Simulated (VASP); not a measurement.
The system is NaI.

```
CELL_PARAMETERS angstrom
-0.11794 3.20867 3.20867
3.20867 -0.11794 3.20867
3.20867 3.20867 -0.11794
ATOMIC_POSITIONS crystal
Na 0.00000 0.00000 0.00000
I 0.50000 0.50000 0.50000
```

This cell differs from its parent crystal: epitaxial 111 strain +3.0%.

Base run:

| Quantity | Value |
| --- | --- |
| Program | VASP 6.6.1 |
| Functional | PBE |
| Potentials or basis | VASP PAW PBE potentials, release 64 (Na_pv, I) |
| Cutoff | 520 eV |
| k mesh | 8 × 8 × 8 |
| Occupations | fermi-dirac, width 0.02 eV |
| Spin | no spin polarisation |

Its results: band gap on the k mesh 3.41 eV; pressure 0.0 GPa.

Q: The run is repeated on the same cell with these changes: functional from PBE to r2SCAN; occupations from fermi-dirac, width 0.02 eV to gaussian, width 0.01 eV. What comes out?

A: Band gap on the k mesh 4.19 eV; pressure -0.6 GPa.

Caveats: spin-orbit coupling is left out, which moves the levels of the heavy elements; the PAW data sets were made with another functional, which shifts forces and pressure a little (at least some runs).

A k mesh can miss the band edges.
